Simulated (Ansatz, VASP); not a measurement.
## One calculation of Mg, two programs

```
Mg
1.0
    -1.85117    1.85117    1.69328
     1.85117   -1.85117    1.69328
     1.85117    1.85117   -1.69328
Mg
1
Cartesian
  0.0000 0.0000 0.0000
```

Change from the starting cell: volume scaled by 1.025, PAW files.

Alike in both runs: task electric field gradients; functional PBEsol; k mesh 15 × 15 × 15; occupations fermi-dirac, width 0.05 eV; no spin polarisation.

|  | VASP | Ansatz |
| --- | --- | --- |
| version | VASP 6.6.1 | Ansatz 0.2.0 |
| potentials or method | VASP PAW PBE potentials, release 64 (Mg) | PAW with Ansatz's default frozen-core files, scalar-relativistic |
| plane-wave cutoff (eV) | 520 | 420 |
| valence electrons in the cell | 2 | 10 |

VASP gave:

* pressure (GPa): -1.0
* traceless stress, the component that is largest in VASP (GPa): 0.18
* size of Vzz on the site where it differs most (V/Å²): 2.2

**Question.** Which values does Ansatz return?

**Answer.** Pressure (GPa): -1.0; traceless stress, the component that is largest in VASP (GPa): 0.18; size of Vzz on the site where it differs most (V/Å²): 2.3.

VASP's potentials were made for PBE, not for PBEsol. VASP's potentials hold 2 valence electrons a cell and Ansatz's 10, so a difference there can come from the potentials and not from the codes.
